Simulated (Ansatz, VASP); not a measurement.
## C in VASP and in Ansatz

INCAR

```
SYSTEM = C
PREC = Accurate ; ENCUT = 520
EDIFF = 1E-6 ; ISMEAR = 0
SIGMA = 0.15 ; LREAL = .FALSE.
LASPH = .TRUE. ; NELM = 80
ALGO = Normal ; ISIF = 2
LWAVE = .FALSE. ; LCHARG = .FALSE.
GGA = PE ; IVDW = 12
NBANDS = 16
```

Contents of KPOINTS:

```
regular mesh
0
G
  18 12 10
  0 0 0
```

Contents of POSCAR:

```
C
1.0
   -2.4646600698      0.0000000000      0.0000000000
    0.0000000000      0.0000000000     -3.5719696368
    0.0000000000     -4.2689164642      0.0000000000
C
4
Direct
    0.5000000000      0.0000000000      0.1807217555
    0.0000000000      0.0000000000      0.6582336134
    0.0000000000      0.0000000000      0.3192782445
    0.5000000000      0.0000000000      0.8417663866
```

Input for Ansatz:

```yaml
crystal:
  lattice:
    - [-2.4646600698, 0.0, 0.0]
    - [0.0, 0.0, -3.5719696368]
    - [0.0, -4.2689164642, 0.0]
  atoms:
    - { symbol: C, position: [0.5, 0.0, 0.1807217555] }
    - { symbol: C, position: [0.0, 0.0, 0.6582336134] }
    - { symbol: C, position: [0.0, 0.0, 0.3192782445] }
    - { symbol: C, position: [0.5, 0.0, 0.8417663866] }
basis:
  ecutwfc: 520.0
kpoints:
  mp_grid: { grid: [18, 12, 10] }
hamiltonian:
  xc: pbe
  pseudopotentials: { kind: paw, azcp: { folder: soft_1 } }
  dispersion: d3bj
scf:
  occupations: { method: gaussian, width: 0.15 }
output:
  forces: true
  stress: true
  eigenvalues: true
```

Change from the starting cell: mode 8 frozen in at -0.048 Å and mode 12 at -0.012 Å (largest displacements).

Alike in both runs: task single point; functional PBE; dispersion D3(BJ); k mesh 18 × 12 × 10; occupations gaussian, width 0.15 eV; no spin polarisation.

```csv
,VASP,Ansatz
version,VASP 6.6.1,Ansatz 0.2.0
potentials or method,"VASP PAW PBE potentials, release 64 (C), cutoff 520 eV","scalar-relativistic, plane waves, PAW"
valence electrons in the cell,16,16
```

```csv
,VASP,Ansatz,Ansatz less VASP
gap on the k mesh at the Fermi level (eV),none,none,-
pressure (GPa),2.2,1.8,-0.38
"traceless stress, the component that is largest in VASP (GPa)",6.22,5.98,-0.242
rms of the force components (eV/Å),2.324,2.331,+0.0068
```

Atom by atom the forces differ by 0.007 eV/Å (rms over components). A gap of «none» marks a metal or a gap that the smearing closes.
